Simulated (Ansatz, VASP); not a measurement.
One calculation of Cs4Zn, two programs

INCAR

```
ALGO     = Normal         # electronic algorithm
EDIFF    = 1E-7           # SCF threshold, eV
ENCUT    = 520            # plane-wave cutoff, eV
GGA      = PE             # functional
ISIF     = 2              # what is computed and relaxed
ISMEAR   = 0              # smearing method
LASPH    = True           # aspherical terms in the spheres
LCHARG   = False          # write CHGCAR
LREAL    = False          # projectors in reciprocal space
LWAVE    = False          # write WAVECAR
NBANDS   = 32             # bands
NELM     = 80             # most SCF steps
PREC     = Accurate       # precision mode
SIGMA    = 0.1            # smearing width, eV
```

Contents of KPOINTS:

```
k-points
0
Gamma
  2 2 2
```

Contents of POSCAR:

```
Cs4Zn
1.0
    7.6990191000      0.0000000000      0.0000000000
    0.0000000000      7.6990191000      0.0000000000
    0.0000000000      0.0000000000      7.6990191000
Cs Zn
4 1
Direct
    0.5000000000      0.0000000000      0.0000000000
    0.0000000000      0.5000000000      0.0000000000
    0.0000000000      0.0000000000      0.5000000000
    0.5000000000      0.5000000000      0.5000000000
    0.0000000000      0.0000000000      0.0000000000
```

Input for Ansatz:

```yaml
crystal:
  lattice:
    - [7.6990191, 0.0, 0.0]
    - [0.0, 7.6990191, 0.0]
    - [0.0, 0.0, 7.6990191]
  atoms:
    - { symbol: Cs, position: [0.5, 0.0, 0.0] }
    - { symbol: Cs, position: [0.0, 0.5, 0.0] }
    - { symbol: Cs, position: [0.0, 0.0, 0.5] }
    - { symbol: Cs, position: [0.5, 0.5, 0.5] }
    - { symbol: Zn, position: [0.0, 0.0, 0.0] }
basis:
  ecutwfc: 420
kpoints:
  mp_grid: { grid: [2, 2, 2] }
hamiltonian:
  xc: pbe
scf:
  occupations: { method: gaussian, width: 0.1 }
  lower_state_search: "off"
output:
  forces: true
  stress: true
  eigenvalues: true
```

Alike in both runs: task single point; functional PBE; k mesh 2 × 2 × 2; occupations gaussian, width 0.1 eV; no spin polarisation.

|  | VASP | Ansatz |
| --- | --- | --- |
| version | VASP 6.6.1 | Ansatz 0.2.0 |
| potentials or method | VASP PAW PBE potentials, release 64 (Cs_sv, Zn), cutoff 520 eV | scalar-relativistic, plane waves, PAW |
| valence electrons in the cell | 48 | 48 |

|  | VASP | Ansatz | Ansatz less VASP |
| --- | --- | --- | --- |
| gap on the k mesh at the Fermi level (eV) | none | none | - |
| pressure (GPa) | -0.1 | -0.1 | 0.00 |

A gap of «none» marks a metal or a gap that the smearing closes.

The k mesh is coarse, so the values compare programs but aren't converged. Spin-orbit coupling is off throughout.
